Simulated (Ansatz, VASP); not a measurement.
# CdBr in VASP and in Ansatz

```
CELL_PARAMETERS angstrom
3.42919 0.00000 0.00000
0.00000 3.42919 0.00000
0.00000 0.00000 4.93871
ATOMIC_POSITIONS crystal
Cd 0.00000 0.00000 0.00000
Br 0.50000 0.50000 0.50000
```

Change from the starting cell: volume scaled by 1.06.

Alike in both runs: task single point; functional PBE; k mesh 8 × 8 × 6; occupations fermi-dirac, width 0.05 eV; no spin polarisation.

|  | VASP | Ansatz |
| --- | --- | --- |
| version | VASP 6.6.1 | Ansatz 0.2.0 |
| potentials or method | VASP PAW PBE potentials, release 64 (Cd, Br), cutoff 520 eV | all-electron LAPW, scalar-relativistic |

Ansatz gave:

| Item | Value |
| --- | --- |
| gap on the k mesh at the Fermi level (eV) | none |
| pressure (GPa) | -1.4 |
| traceless stress, the component that is largest in VASP (GPa) | -6.02 |

Problem. Estimate VASP's values.

Solution. gap on the k mesh at the Fermi level (eV): none; pressure (GPa): -1.4; traceless stress, the component that is largest in VASP (GPa): -6.00.

A gap of «none» marks a metal or a gap that the smearing closes. Ansatz ran all-electron here, and VASP with PAW potentials.
